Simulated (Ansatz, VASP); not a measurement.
SnO in VASP and in Ansatz

```
CELL_PARAMETERS angstrom
3.80200 0.00000 0.00000
0.00000 3.80200 0.00000
0.00000 0.00000 4.83600
ATOMIC_POSITIONS crystal
Sn 0.00000 0.50000 0.23850
Sn 0.50000 0.00000 0.76150
O 0.00000 0.00000 0.00000
O 0.50000 0.50000 0.00000
```

Alike in both runs: task electric field gradients; functional PBE; k mesh 8 × 8 × 6; occupations fermi-dirac, width 0.01 eV; no spin polarisation.

|  | VASP | Ansatz |
| --- | --- | --- |
| version | VASP 6.6.1 | Ansatz 0.2.0 |
| potentials or method | VASP PAW PBE potentials, release 64 (Sn_d, O), cutoff 520 eV | all-electron PAW with datasets made for the crystal, scalar-relativistic |

Ansatz gave:

- pressure (GPa): 4.2
- traceless stress, the component that is largest in VASP (GPa): -0.81
- rms of the force components (eV/Å): 0.141
- size of Vzz on the site where it differs most (V/Å²): 173.8

Question: What did VASP give for the same quantities?

Answer: Pressure (GPa): 4.4; traceless stress, the component that is largest in VASP (GPa): -0.81; rms of the force components (eV/Å): 0.177; size of Vzz on the site where it differs most (V/Å²): 166.4.

Atom by atom the forces differ by 0.036 eV/Å (rms over components). Ansatz ran all-electron here, and VASP with PAW potentials.
